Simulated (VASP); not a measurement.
Set up this calculation in VASP 6.6.1, as the native input.

* Task: single point
* Functional: PBE
* Potentials or basis: VASP PAW PBE potentials, release 64 (Mo_sv)
* Cutoff: 520 eV
* k mesh: 13 × 13 × 1
* Occupations: gaussian, width 0.1 eV
* Spin: no spin polarisation
* Dipole correction: yes
* Further INCAR settings: ALGO = Fast; EDIFF = 1e-06; NBANDS = 43

The structure of Mo lies in POSCAR:

```
Mo
1.0
    2.7370203487      0.0000000000      0.0000000000
   -0.9123401162      2.5804875318      0.0000000000
    0.0000000000      0.0000000000     23.9390710266
Mo
5
Direct
    0.5000000000      0.5000000000      0.3132953652
    0.0000000000      0.0000000000      0.4066476826
    0.5000000000      0.5000000000      0.5000000000
    0.0000000000      0.0000000000      0.5933523174
    0.5000000000      0.5000000000      0.6867046348
```

One way to write it, as run:

INCAR

```
SYSTEM = Mo
  PREC = Accurate
  ENCUT = 520
  EDIFF = 1E-6
  ISMEAR = 0
  SIGMA = 0.1
  LREAL = .False.
  LASPH = .True.
  NELM = 100
  ALGO = Fast
  ISIF = 2
  LWAVE = .False.
  LCHARG = .False.
  LDIPOL = .True.
  IDIPOL = 3
  DIPOL = 0.5 0.5 0.500
  GGA = PE
  NBANDS = 43
```

KPOINTS

```
regular mesh
0
Gamma
  13 13 1
  0 0 0
```

Potentials or basis: VASP PAW PBE potentials, release 64 (Mo_sv).

The run is started by

```sh
$ cat potpaw_PBE.64/Mo_sv/POTCAR > POTCAR
$ mpirun -np 1 vasp_std > vasp.out
```

It gave:

| Property | Result |
| --- | --- |
| Largest force | 0.636 eV/Å |
| Band gap on the k mesh | zero (bands 35 and 36 overlap by 2.21 eV) |

Run time: 14 min on 1 thread of Intel Xeon 8259CL, with other jobs on the host, peak memory 0.4 GiB.
